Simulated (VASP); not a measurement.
# P: single point with BLYP

Crystal: P.

```
P
1.0
     1.68006   -5.57222    0.00000
     1.68006    5.57222    0.00000
     0.00000    0.00000    4.63275
P
4
Direct
  0.90414 0.09586 0.58882
  0.09586 0.90414 0.41118
  0.59586 0.40414 0.08882
  0.40414 0.59586 0.91118
```

```json
{
 "Program": "VASP 6.6.1",
 "Task": "single point",
 "Functional": "BLYP",
 "Potentials or basis": "VASP PAW PBE potentials, release 64 (P)",
 "Cutoff": "500 eV",
 "k mesh": "8 × 8 × 6",
 "Occupations": "fermi-dirac, width 0.05 eV",
 "Spin": "no spin polarisation"
}
```

The pressure is 1.9 GPa and the largest force is 0.015 eV/Å. The band gap on the k mesh is 0.32 eV.

Forces in eV/Å, atoms in the order of the input:
```
P    0.000 -0.015 -0.004
P    0.000  0.015  0.004
P    0.000  0.015 -0.004
P    0.000 -0.015  0.004
```

Stress tensor (GPa, compression positive):
```
1.54 0.00 0.00
0.00 2.02 0.00
0.00 0.00 2.18
```

Levels at points of the mesh, in eV from the valence-band top:
```
           k point  band 8  band 9  band 10  band 11  band 12  band 13
(0.00, 0.00, 0.00)   -2.50   -2.44    -1.07     0.79     1.31     1.97
(0.50, 0.00, 0.00)   -3.15   -2.40    -2.40     0.86     0.86     1.70
(0.50, 0.50, 0.00)   -2.30   -1.42     0.00     0.32     1.11     2.10
(0.00, 0.00, 0.50)   -3.08   -1.53    -1.53     1.43     1.43     2.91
(0.50, 0.00, 0.50)   -4.96   -1.66    -1.66     1.84     1.84     3.43
(0.50, 0.50, 0.50)   -2.61   -1.84    -1.84     1.51     1.51     2.55
```

It took 120 s on 1 thread of Oxide Virtual Turin-like Processor (shared host), peak memory 0.24 GiB.

Caveat: the PAW data sets were made with another functional, which shifts forces and pressure a little. A k mesh can miss the band edges.
